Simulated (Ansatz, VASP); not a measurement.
K in VASP and in Ansatz

Contents of INCAR:

```
SYSTEM = K
  PREC = Accurate
  ENCUT = 520
  EDIFF = 1E-6
  ISMEAR = -1
  SIGMA = 0.1
  LREAL = .False.
  LASPH = .True.
  NELM = 100
  ALGO = Normal
  ISIF = 2
  LWAVE = .False.
  LCHARG = .True.
  GGA = PE
  LELF = .True.
  LVHAR = .True.
  NBANDS = 10
```

Contents of KPOINTS:

```
regular mesh
0
Gamma
  9 9 9
  0 0 0
```

Contents of POSCAR:

```
K
1.0
    0.0000000000      3.4625118254      3.4625118254
    3.4625118254      0.0000000000      3.4625118254
    3.4625118254      3.4625118254      0.0000000000
K
1
Direct
    0.0000000000      0.0000000000      0.0000000000
```

Input for Ansatz:

```yaml
crystal:
  lattice:
    - [0.0, 3.4625118254, 3.4625118254]
    - [3.4625118254, 0.0, 3.4625118254]
    - [3.4625118254, 3.4625118254, 0.0]
  atoms:
    - { symbol: K, position: [0.0, 0.0, 0.0] }
hamiltonian:
  xc: pbe
  pseudopotentials:
    kind: paw
    azcp:
      K: "pseudopotentials/K.paw.azcp"
basis:
  ecutwfc: 420
  fft_grid_basis: typed
kpoints:
  mp_grid: { grid: [9, 9, 9], shift: [0, 0, 0] }
magnetization:
  spin_polarized: false
scf:
  occupations: { method: fermi_dirac, width: 0.1 }
  lower_state_search: "off"
output:
  stress: true
```

Alike in both runs: task single point; functional PBE; k mesh 9 × 9 × 9; occupations fermi-dirac, width 0.1 eV; no spin polarisation.

```csv
,VASP,Ansatz
version,VASP 6.6.1,Ansatz 0.2.0
potentials or method,"VASP PAW PBE potentials, release 64 (K_sv), cutoff 520 eV","plane waves (420 eV) with PAW, scalar-relativistic"
valence electrons in the cell,9,9
```

|  | VASP | Ansatz | Ansatz less VASP |
| --- | --- | --- | --- |
| pressure (GPa) | -0.3 | -0.3 | +0.01 |

With one functional, cell and mesh, what is left measures potentials, basis and numerics.
